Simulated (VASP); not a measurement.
# Pt (P-1) in VASP: single point with PBE+D3(BJ)

Aim: the single point of Pt with PBE+D3(BJ).

Everything below comes from runs of VASP 6.6.1. Logs are shortened: lines on timing, memory, paths and dates and some standing lists are left out, and cuts for length are marked.

### Step 1. The cell of the first run

The typed cell holds 3 atoms: a = 4.827 Å, b = 6.476 Å, c = 2.838 Å, α = 89.99°, β = 148.32°, γ = 90.00°.

### Step 2. Single point, PBE+D3(BJ)

File INCAR:

```
SYSTEM = Pt
PREC = Accurate
ENCUT = 500
EDIFF = 1E-6
ISMEAR = 0
SIGMA = 0.1
LREAL = .FALSE.
LASPH = .TRUE.
NELM = 120
ALGO = Normal
ISIF = 2
LWAVE = .FALSE.
LCHARG = .TRUE.
GGA = PE
IVDW = 12
LELF = .TRUE.
LVHAR = .TRUE.
NBANDS = 22
GGA_COMPAT = .FALSE.
```

File KPOINTS:

```
Automatic mesh
0
G
  7 6 23
  0 0 0
```

File POSCAR:

```
Pt
1.0
    4.8271894532      0.0000001103     -0.0022881968
    0.0000001480      6.4763046839      0.0006244610
   -2.4142875130      0.0001408667      1.4917335874
Pt
3
Direct
    0.0000000000      0.0000000000      0.0000000000
    0.3333333333      0.6666666667      0.0000000000
    0.6666666667      0.3333333333      0.0000000000
```

Potentials or basis: VASP PAW PBE potentials, release 64 (Pt).

The run is started by

```console
cat potpaw_PBE.64/Pt/POTCAR > POTCAR
mpirun -np 1 vasp_std > vasp.out
```

OUTCAR:

```text
SYSTEM = Pt
   PREC = Accurate
   ENCUT = 500
   EDIFF = 1E-6
   ISMEAR = 0
   LREAL = .FALSE.
   LASPH = .TRUE.
   NELM = 120
   ISIF = 2
   GGA = PE
   IVDW = 12
 IVDW          = 12

 ion  position               nearest neighbor table
   1  0.000  0.000  0.000-   2 2.69   3 2.69   3 2.74   2 2.74   3 2.74   2 2.74
   2  0.333  0.667  0.000-   1 2.69   3 2.69   1 2.74   3 2.74   1 2.74   3 2.74
   3  0.667  0.333  0.000-   1 2.69   2 2.69   1 2.74   2 2.74   1 2.74   2 2.74

  LATTYP: Found a triclinic cell.
 ALAT       =     2.9811793133
 B/A-ratio  =     0.9519609879
 C/A-ratio  =     2.1723969052
 COS(alpha) =     0.0001003000
 COS(beta)  =     0.0001909634
 COS(gamma) =     0.5260300218

  Lattice vectors:

 A1 = (   0.0013855728,  -0.0002818437,  -2.9811789780)
 A2 = (   2.4142875130,  -0.0001408667,  -1.4917335874)
 A3 = (  -0.0000001480,  -6.4763046839,  -0.0006244610)

Analysis of symmetry for initial positions (statically):
=====================================================================
 Subroutine PRICEL returns following result:

  LATTYP: Found a triclinic cell.
 ALAT       =     2.6924645048
 B/A-ratio  =     2.4053445096
 C/A-ratio  =     1.0540404150
 COS(alpha) =     0.0001003000
 COS(beta)  =     0.5086285018
 COS(gamma) =     0.8017815031

  Lattice vectors:

 A1 = (   1.6090631016,  -2.1587681910,  -0.0009708859)
 A2 = (  -0.0000001480,  -6.4763046839,  -0.0006244610)
 A3 = (   2.4142875130,  -0.0001408667,  -1.4917335874)

   3 primitive cells build up your supercell.

 Routine SETGRP: Setting up the symmetry group for a
 triclinic supercell.

 Subroutine GETGRP returns: Found  2 space group operations
 (whereof  2 operations were pure point group operations)
 out of a pool of  2 trial point group operations.

The static configuration has the point symmetry S_2 .

Analysis of symmetry for dynamics (positions and initial velocities):
=====================================================================
 Subroutine PRICEL returns following result:

  LATTYP: Found a triclinic cell.
 ALAT       =     2.6924645048
 B/A-ratio  =     2.4053445096
 C/A-ratio  =     1.0540404150
 COS(alpha) =     0.0001003000
 COS(beta)  =     0.5086285018
 COS(gamma) =     0.8017815031

  Lattice vectors:

 A1 = (   1.6090631016,  -2.1587681910,  -0.0009708859)
 A2 = (  -0.0000001480,  -6.4763046839,  -0.0006244610)
[... 103 lines left out ...]
   ISPIN  =      1    spin polarized calculation?
   LNONCOLLINEAR =      F non collinear calculations
   LSORBIT =      F    spin-orbit coupling
   LASPH  =      T    aspherical Exc in radial PAW
   ENCUT  =  500.0 eV  36.75 Ry    6.06 a.u.   8.80 11.81  5.17*2*pi/ulx,y,z
   NELM   =    120;   NELMIN=  2; NELMDL= -5     # of ELM steps
   EDIFF  = 0.1E-05   stopping-criterion for ELM
   LREAL  =      F    real-space projection
   EDIFFG = 0.1E-04   stopping-criterion for IOM
   NSW    =      0    number of steps for IOM
   IBRION =     -1    ionic relax: 0-MD 1-quasi-New 2-CG
   NFREE  =      0    steps in history (QN), initial steepest desc. (CG)
   ISIF   =      2    stress and relaxation
   ISYM   =      2    0-nonsym 1-usesym 2-fastsym
   POTIM  = 0.5000    time-step for ionic-motion
   TEBEG  =    0.0;   TEEND  =   0.0 temperature during run
   PSTRESS=    0.0 pullay stress
   NELECT =      30.0000    total number of electrons
   NUPDOWN=      -1.0000    fix difference up-down
   EMIN   =  10.00;   EMAX   =-10.00  energy-range for DOS
   EFERMI =   0.00;   METHOD = LEGACY
   ISMEAR =     0;   SIGMA  =   0.10  broadening in eV -4-tet -1-fermi 0-gaus
   EFERMI_NEDOS =   21; number of points for ismear=-14 and -15
   IALGO  =     38    algorithm
   IMIX   =      4    mixing-type and parameters
     AMIX     =   0.40;   BMIX     =  1.00
     AMIX_MAG =   1.60;   BMIX_MAG =  1.00
  volume/ion in A,a.u.               =      15.53       104.82
  Fermi-wavevector in a.u.,A,eV,Ry     =   1.413585  2.671289 27.187485  1.998224
  Thomas-Fermi vector in A             =   2.535216
   LORBIT       =      0    0 simple, 1 ext, 2 COOP (PROOUT), +10 PAW based schemes
   GGA     = PE    functional components
   LHFCALC =     F    Hartree Fock is set to
   AEXX    =    0.0000 exact exchange contribution
   IVDW    =    12    specifies the selected vdW correction
   LEPSILON=     F    determine dielectric tensor
   LRPA    =     F    only Hartree local field effects (RPA)
 non-spin polarized calculation
 Gauss-broadening in eV      SIGMA  =   0.10
  energy-cutoff  :      500.00
  volume of cell :       46.60
 maximum number of plane-waves:      1205
   NGX = 17   NGY = 23   NGZ = 11

 number of electron      29.9999999 magnetization

 Free energy of the ion-electron system (eV)
  ---------------------------------------------------
  ext. energy  EPLUGINS =         0.00000000
  ---------------------------------------------------
  free energy    TOTEN  =       -18.20332365 eV

  energy without entropy =      -18.18085125  energy(sigma->0) =      -18.19208745

 E-fermi :  10.6856     XC(G=0): -13.3038

 val. band max:       10.6853620816   @ k =   0.1429  -0.1667   0.2609
 cond. band min:      10.6863788770   @ k =   0.2857   0.5000   0.2609
 fundamental gap:      0.0010167954
 Fermi energy:        10.6855798059

 k-point     1 :       0.0000    0.0000    0.0000
  band No.  band energies     occupation
      1       0.8149      2.00000
      2       3.8356      2.00000
      3       3.8356      2.00000
      4       6.3822      2.00000
      5       6.7729      2.00000
      6       6.7729      2.00000
[... 589 lines left out ...]
     21      24.3385      0.00000
     22      25.2177      0.00000

 [... further k-points ...]

------------------------ aborting loop because EDIFF is reached ----------------------------------------

 Edisp (eV)   -2.26772

 E8    (eV) :    -1.0397

  FORCE on cell =-STRESS in cart. coord.  units (eV):
  Direction    XX          YY          ZZ          XY          YZ          ZX
  --------------------------------------------------------------------------------------
  -------------------------------------------------------------------------------------
  Total      -2.30548     0.83458    -2.50568    -0.87631     0.00141    -0.00462
  in kB     -79.26704    28.69454   -86.15024   -30.12917     0.04834    -0.15870
  external pressure =      -45.57 kB  Pullay stress =        0.00 kB

 VOLUME and BASIS-vectors are now :
 -----------------------------------------------------------------------------
  energy-cutoff  :      500.00
  volume of cell :       46.60
      direct lattice vectors                 reciprocal lattice vectors
     4.827189453  0.000000110 -0.002288197     0.207318933 -0.000032358  0.335534120
     0.000000148  6.476304684  0.000624461    -0.000000010  0.154409043 -0.000014598
    -2.414287513  0.000140867  1.491733587     0.000318010 -0.000064687  0.670875675

 POSITION                                       TOTAL-FORCE (eV/Angst)
 -----------------------------------------------------------------------------------
      0.00000      0.00000      0.00000        -0.000000      0.000000      0.000000
      1.60906      4.31754     -0.00035        -0.000000     -0.000000      0.000000
      3.21813      2.15877     -0.00132         0.000000      0.000000     -0.000000
 -----------------------------------------------------------------------------------
    total drift:                               -0.000000      0.000000      0.000000

  FREE ENERGIE OF THE ION-ELECTRON SYSTEM (eV)
  ---------------------------------------------------
  free  energy   TOTEN  =       -20.4710484432 eV

  energy  without entropy=      -20.4485760483  energy(sigma->0) =      -20.45981225
```

OSZICAR:

```text
N       E                     dE             d eps       ncg     rms          rms(c)
DAV:   1     0.168640091641E+03    0.16864E+03   -0.14909E+04 21704   0.126E+03
DAV:   2    -0.152943370750E+02   -0.18393E+03   -0.17181E+03 23090   0.282E+02
DAV:   3    -0.193245156645E+02   -0.40302E+01   -0.39635E+01 25030   0.416E+01
DAV:   4    -0.193530167567E+02   -0.28501E-01   -0.28490E-01 24086   0.367E+00
DAV:   5    -0.193533166312E+02   -0.29987E-03   -0.29987E-03 25250   0.409E-01    0.206E+01
DAV:   6    -0.183191085676E+02    0.10342E+01   -0.19123E+00 23792   0.107E+01    0.109E+01
DAV:   7    -0.182153944023E+02    0.10371E+00   -0.39936E-01 24704   0.474E+00    0.334E+00
DAV:   8    -0.182038602286E+02    0.11534E-01   -0.42771E-02 22970   0.151E+00    0.965E-01
DAV:   9    -0.182033009309E+02    0.55930E-03   -0.41738E-04 24482   0.154E-01    0.775E-02
DAV:  10    -0.182033227957E+02   -0.21865E-04   -0.13118E-05 24446   0.254E-02    0.175E-02
DAV:  11    -0.182033236451E+02   -0.84942E-06   -0.64271E-07 15838   0.586E-03
   1 F= -.20471048E+02 E0= -.20459812E+02  d E =-.224724E-01
```

stdout:

```text
POSCAR found type information on POSCAR Pt
 POSCAR found :  1 types and       3 ions
 scaLAPACK will be used
 LDA part: xc-table for (Slater+PW92), standard interpolation
 POSCAR, INCAR and KPOINTS ok, starting setup
 FFT: planning ... GRIDC
 FFT: planning ... GRID_SOFT
 FFT: planning ... GRID
 WAVECAR not read
 entering main loop
```

Wall time 8.2 min (1 thread of Oxide Virtual Turin-like, shared host); peak memory 0.45 GiB.

Results:

```
Free energy                : -20.4710 eV
Pressure                   : -4.6 GPa
Band gap on the k mesh     : zero (bands 15 and 16 overlap by 1.92 eV)
Dispersion energy per atom : -0.756 eV
```

Caveat: three body term missing; the stress differs along the axes, from -9 to 3 GPa; spin-orbit coupling is left out, which moves the levels of the heavy elements.
